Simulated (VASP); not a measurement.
# AlFe (Pm-3m) in VASP: density of states with PBE

Aim: the density of states of AlFe with PBE.

All numbers are computed with VASP 6.6.1; they aren't measurements. Logs are shortened: lines on timing, memory, paths and dates and some standing lists are left out, and cuts for length are marked.

## 1. The cell of the first run

The structure is cubic, space group Pm-3m (No. 221). The conventional cell has a = 2.874 Å, b = 2.874 Å, c = 2.874 Å, α = 90.00°, β = 90.00°, γ = 90.00°. Al (site symmetry m-3m) has 8 Fe at 2.49 Å and 6 Al at 2.87 Å within 3.3 Å. Fe (site symmetry m-3m) has 8 Al at 2.49 Å and 6 Fe at 2.87 Å within 3.3 Å.

## 2. Density of states, PBE, collinear spin, ferromagnetic start

Input file POSCAR:

```
AlFe
1.0
    2.8743308634      0.0000000000      0.0000000000
    0.0000000000      2.8743308634      0.0000000000
    0.0000000000      0.0000000000      2.8743308634
Al Fe
1 1
Direct
    0.0000000000      0.0000000000      0.0000000000
    0.5000000000      0.5000000000      0.5000000000
```

Input file INCAR.step1:

```
SYSTEM = AlFe
  ALGO = Normal
  EDIFF = 1E-6
  ENCUT = 520
  GGA = PE
  ISIF = 2
  ISMEAR = 0
  ISPIN = 2
  LASPH = .TRUE.
  LCHARG = .TRUE.
  LMAXMIX = 4
  LREAL = .FALSE.
  LWAVE = .FALSE.
  MAGMOM = 0 0.77
  NBANDS = 16
  NELM = 150
  PREC = Accurate
  SIGMA = 0.1
```

Input file KPOINTS.step1:

```
k-points
0
G
  14 14 14
  0 0 0
```

Input file INCAR.step2:

```
SYSTEM = AlFe
  ALGO = Normal
  EDIFF = 1E-6
  ENCUT = 520
  GGA = PE
  ICHARG = 11
  ISIF = 2
  ISMEAR = -5
  ISPIN = 2
  LASPH = .TRUE.
  LCHARG = .FALSE.
  LMAXMIX = 4
  LORBIT = 11
  LREAL = .FALSE.
  LWAVE = .FALSE.
  MAGMOM = 0 0.77
  NBANDS = 16
  NEDOS = 2001
  NELM = 150
  PREC = Accurate
  SIGMA = 0.1
```

Input file KPOINTS.step2:

```
k-points
0
G
  21 21 21
  0 0 0
```

Potentials or basis: VASP PAW PBE potentials, release 64 (Al, Fe).

The run is started by

```sh
cat potpaw_PBE.64/Al/POTCAR potpaw_PBE.64/Fe/POTCAR > POTCAR
cp INCAR.step1 INCAR
cp KPOINTS.step1 KPOINTS
mpirun -np 1 vasp_std > vasp.out
cp INCAR.step2 INCAR
cp KPOINTS.step2 KPOINTS
mpirun -np 1 vasp_std > vasp.out
```

OUTCAR:

```text
SYSTEM = AlFe
   EDIFF = 1E-6
   ENCUT = 520
   GGA = PE
   ICHARG = 11
   ISIF = 2
   ISMEAR = -5
   ISPIN = 2
   LASPH = .TRUE.
   LORBIT = 11
   LREAL = .FALSE.
   NELM = 150
   PREC = Accurate

 ion  position               nearest neighbor table
   1  0.000  0.000  0.000-   2 2.49   2 2.49   2 2.49   2 2.49   2 2.49   2 2.49   2 2.49   2 2.49

   2  0.500  0.500  0.500-   1 2.49   1 2.49   1 2.49   1 2.49   1 2.49   1 2.49   1 2.49   1 2.49

  LATTYP: Found a simple cubic cell.
 ALAT       =     2.8743308634

  Lattice vectors:

 A1 = (   2.8743308634,   0.0000000000,   0.0000000000)
 A2 = (   0.0000000000,   2.8743308634,   0.0000000000)
 A3 = (   0.0000000000,   0.0000000000,   2.8743308634)

Analysis of symmetry for initial positions (statically):
=====================================================================
 Subroutine PRICEL returns:
 Original cell was already a primitive cell.

 Routine SETGRP: Setting up the symmetry group for a
 simple cubic supercell.

 Subroutine GETGRP returns: Found 48 space group operations
 (whereof 48 operations were pure point group operations)
 out of a pool of 48 trial point group operations.

The static configuration has the point symmetry O_h .

Analysis of symmetry for dynamics (positions and initial velocities):
=====================================================================
 Subroutine PRICEL returns:
 Original cell was already a primitive cell.

 Routine SETGRP: Setting up the symmetry group for a
 simple cubic supercell.

 Subroutine GETGRP returns: Found 48 space group operations
 (whereof 48 operations were pure point group operations)
 out of a pool of 48 trial point group operations.

The dynamic configuration has the point symmetry O_h .

Analysis of structural, dynamic, and magnetic symmetry:
=====================================================================
 Subroutine PRICEL returns:
 Original cell was already a primitive cell.

 Routine SETGRP: Setting up the symmetry group for a
 simple cubic supercell.

 Subroutine GETGRP returns: Found 48 space group operations
 (whereof 48 operations were pure point group operations)
 out of a pool of 48 trial point group operations.

The overall configuration has the point symmetry O_h .

 Subroutine INISYM returns: Found 48 space group operations
 (whereof 48 operations are pure point group operations),
 and found     1 'primitive' translations

----------------------------------------------------------------------------------------

                                     Primitive cell

  volume of cell :      23.7471

  direct lattice vectors                    reciprocal lattice vectors
     2.874330863  0.000000000  0.000000000     0.347907060  0.000000000  0.000000000
     0.000000000  2.874330863  0.000000000     0.000000000  0.347907060  0.000000000
     0.000000000  0.000000000  2.874330863     0.000000000  0.000000000  0.347907060

  length of vectors
     2.874330863  2.874330863  2.874330863     0.347907060  0.347907060  0.347907060

  position of ions in fractional coordinates (direct lattice)
     0.000000000  0.000000000  0.000000000
     0.500000000  0.500000000  0.500000000

  ion indices of the primitive-cell ions
   primitive index   ion index
                 1           1
                 2           2

----------------------------------------------------------------------------------------

 KPOINTS: k-points

Automatic generation of k-mesh.
 Grid dimensions read from file:
 generate k-points for:   21   21   21

 Generating k-lattice:

  Cartesian coordinates                     Fractional coordinates (reciprocal lattice)
     0.016567003  0.000000000  0.000000000     0.047619048  0.000000000  0.000000000
     0.000000000  0.016567003  0.000000000     0.000000000  0.047619048  0.000000000
     0.000000000  0.000000000  0.016567003     0.000000000  0.000000000  0.047619048

  Length of vectors
     0.016567003  0.016567003  0.016567003

  Shift w.r.t. Gamma in fractional coordinates (k-lattice)
     0.000000000  0.000000000  0.000000000

 TETIRR: Found   4601 inequivalent tetrahedra from    55566

 Subroutine IBZKPT returns following result:
 ===========================================

 Found    286 irreducible k-points:

 Following reciprocal coordinates:
            Coordinates               Weight
  0.000000  0.000000  0.000000      1.000000
  0.047619  0.000000  0.000000      6.000000
  0.095238  0.000000  0.000000      6.000000
  0.142857  0.000000  0.000000      6.000000
  0.190476  0.000000  0.000000      6.000000
  0.238095  0.000000  0.000000      6.000000
[... 16 lines left out ...]
  0.142857  0.095238  0.000000     24.000000
  0.190476  0.095238  0.000000     24.000000
 [... further k-points ...]
   k-points           NKPTS =    286   k-points in BZ     NKDIM =    286   number of bands    NBANDS=     16
   number of dos      NEDOS =   2001   number of ions     NIONS =      2
   total plane-waves  NPLWV =  13824
   dimension x,y,z NGX =    24 NGY =   24 NGZ =   24
   dimension x,y,z NGXF=    48 NGYF=   48 NGZF=   48
   ions per type =               1   1
   NGX,Y,Z   is equivalent  to a cutoff of  13.88, 13.88, 13.88 a.u.
   NGXF,Y,Z  is equivalent  to a cutoff of  27.76, 27.76, 27.76 a.u.
 SYSTEM =  AlFe
   PREC   = accura    normal or accurate (medium, high low for compatibility)
   ISTART =      0    job   : 0-new  1-cont  2-samecut
   ICHARG =     11    charge: 1-file 2-atom 10-const
   ISPIN  =      2    spin polarized calculation?
   LNONCOLLINEAR =      F non collinear calculations
   LSORBIT =      F    spin-orbit coupling
   LASPH  =      T    aspherical Exc in radial PAW
   ENCUT  =  520.0 eV  38.22 Ry    6.18 a.u.   5.34  5.34  5.34*2*pi/ulx,y,z
   NELM   =    150;   NELMIN=  2; NELMDL=  0     # of ELM steps
   EDIFF  = 0.1E-05   stopping-criterion for ELM
   LREAL  =      F    real-space projection
[... 7 lines left out ...]
   TEBEG  =    0.0;   TEEND  =   0.0 temperature during run
   PSTRESS=    0.0 pullay stress
   NELECT =      11.0000    total number of electrons
   NUPDOWN=      -1.0000    fix difference up-down
   EMIN   =  10.00;   EMAX   =-10.00  energy-range for DOS
   EFERMI =   0.00;   METHOD = LEGACY
   ISMEAR =    -5;   SIGMA  =   0.10  broadening in eV -4-tet -1-fermi 0-gaus
   EFERMI_NEDOS =   21; number of points for ismear=-14 and -15
   IALGO  =     38    algorithm
   IMIX   =      4    mixing-type and parameters
     AMIX     =   0.40;   BMIX     =  1.00
     AMIX_MAG =   1.60;   BMIX_MAG =  1.00
  volume/ion in A,a.u.               =      11.87        80.13
  Fermi-wavevector in a.u.,A,eV,Ry     =   1.266686  2.393689 21.830458  1.604493
  Thomas-Fermi vector in A             =   2.399874
   LORBIT       =     11    0 simple, 1 ext, 2 COOP (PROOUT), +10 PAW based schemes
   GGA     = PE    functional components
   LHFCALC =     F    Hartree Fock is set to
   AEXX    =    0.0000 exact exchange contribution
   IVDW    =     0    specifies the selected vdW correction
   LEPSILON=     F    determine dielectric tensor
   LRPA    =     F    only Hartree local field effects (RPA)
 spin polarized calculation
 Fermi weights with tetrahedron method with Bloechl corrections
  energy-cutoff  :      520.00
  volume of cell :       23.75
 maximum number of plane-waves:       657
 NGX is ok and might be reduce to    24

 number of electron      10.9999994 magnetization       0.6691039

 Free energy of the ion-electron system (eV)
  ---------------------------------------------------
  ext. energy  EPLUGINS =         0.00000000
  ---------------------------------------------------
  free energy    TOTEN  =       -12.64912535 eV

  energy without entropy =      -12.64912535  energy(sigma->0) =      -12.64912535

 E-fermi :   8.0137     XC(G=0): -12.1461

 val. band max:        8.0754144813   @ k =   0.4762   0.4762   0.1905
 cond. band min:       8.0177972000   @ k =   0.1429   0.1429   0.1429
 fundamental gap:     -0.0576172813
 Fermi energy:         8.0136731315

 spin component 1

 k-point     1 :       0.0000    0.0000    0.0000
  band No.  band energies     occupation
      1      -2.3919      1.00000
      2       5.5226      1.00000
      3       5.5226      1.00000
      4       7.6477      1.00000
      5       7.6477      1.00000
      6       7.6477      1.00000
[... 8 lines left out ...]
     15      29.8046      0.00000
     16      31.6708      0.00000
[... 419 lines left out ...]
 k-point    24 :       0.1905    0.0952    0.0000
  band No.  band energies     occupation
      1      -1.5522      1.00000
      2       5.4213      1.00000
      3       5.7063      1.00000
      4       7.1843      1.00000
      5       7.3161      1.00000
      6       7.5978      1.00000
[... 8 lines left out ...]
     15      28.4232      0.00000
     16      28.5867      0.00000

 [... further k-points ...]

 spin component 2

 k-point     1 :       0.0000    0.0000    0.0000
  band No.  band energies     occupation
      1      -2.3864      1.00000
      2       5.8672      1.00000
      3       5.8672      1.00000
      4       8.4535      0.00000
      5       8.4535      0.00000
      6       8.4535      0.00000
[... 8 lines left out ...]
     15      29.8473      0.00000
     16      31.6511      0.00000
[... 419 lines left out ...]
 k-point    24 :       0.1905    0.0952    0.0000
  band No.  band energies     occupation
      1      -1.5472      1.00000
      2       5.6998      1.00000
      3       6.0597      1.00000
      4       7.9119      0.99815
      5       8.0751      0.11513
      6       8.3969      0.00000
[... 8 lines left out ...]
     15      28.4560      0.00000
     16      28.6216      0.00000

 [... further k-points ...]
[... 5 lines left out ...]
  --------------------------------------------------------------------------------------
  -------------------------------------------------------------------------------------
  Total       -0.0206324     -0.0206324     -0.0206324     -0.0000000     -0.0000000     -0.0000000
  in kB       -1.3920336     -1.3920336     -1.3920336     -0.0000000     -0.0000000     -0.0000000
  external PRESSURE =      -1.3920336 kB  Pullay stress =       0.0000000 kB

 VOLUME and BASIS-vectors are now :
 -----------------------------------------------------------------------------
  energy-cutoff  :      520.00
  volume of cell :       23.75
      direct lattice vectors                 reciprocal lattice vectors
     2.874330863  0.000000000  0.000000000     0.347907060  0.000000000  0.000000000
     0.000000000  2.874330863  0.000000000     0.000000000  0.347907060  0.000000000
     0.000000000  0.000000000  2.874330863     0.000000000  0.000000000  0.347907060

 POSITION                                       TOTAL-FORCE (eV/Angst)
 -----------------------------------------------------------------------------------
      0.00000      0.00000      0.00000         0.000000      0.000000      0.000000
      1.43717      1.43717      1.43717         0.000000      0.000000      0.000000
 -----------------------------------------------------------------------------------
    total drift:                                0.000000     -0.000000     -0.000000

  FREE ENERGIE OF THE ION-ELECTRON SYSTEM (eV)
  ---------------------------------------------------
  free  energy   TOTEN  =       -12.6491253525 eV

  energy  without entropy=      -12.6491253525  energy(sigma->0) =      -12.64912535

 total charge

# of ion       s       p       d       tot
------------------------------------------
    1        0.400   0.437   0.000   0.836
    2        0.431   0.502   6.484   7.417
--------------------------------------------------
tot          0.831   0.938   6.484   8.253

 magnetization (x)

# of ion       s       p       d       tot
------------------------------------------
    1       -0.008  -0.015   0.000  -0.023
    2        0.000   0.009   0.719   0.727
--------------------------------------------------
tot         -0.008  -0.007   0.719   0.705
```

Wall time 3.5 min (1 thread of AMD EPYC 7R43 (Zen 3), shared host); peak memory 0.25 GiB.

What came out:

```
Net moment                                            : 0.67 μB per cell
Site moments                                          : Al -0.02; Fe +0.73 μB
Valence electrons inside the program's atomic spheres : Al 0.84; Fe 7.42
```

Levels at points of the mesh, in eV from the Fermi level:
Spin up:
| k point | band 3 | band 4 | band 5 | band 6 | band 7 | band 8 | band 9 | band 10 |
| --- | --- | --- | --- | --- | --- | --- | --- | --- |
| (0.00, 0.00, 0.00) | -2.49 | -0.37 | -0.37 | -0.37 | 6.36 | 6.36 | 6.36 | 9.33 |
Spin down:
| k point | band 3 | band 4 | band 5 | band 6 | band 7 | band 8 |
| --- | --- | --- | --- | --- | --- | --- |
| (0.00, 0.00, 0.00) | -2.15 | 0.44 | 0.44 | 0.44 | 6.39 | 6.39 |

Caveat: tetrahedron occupations give inexact forces and stress in metals.
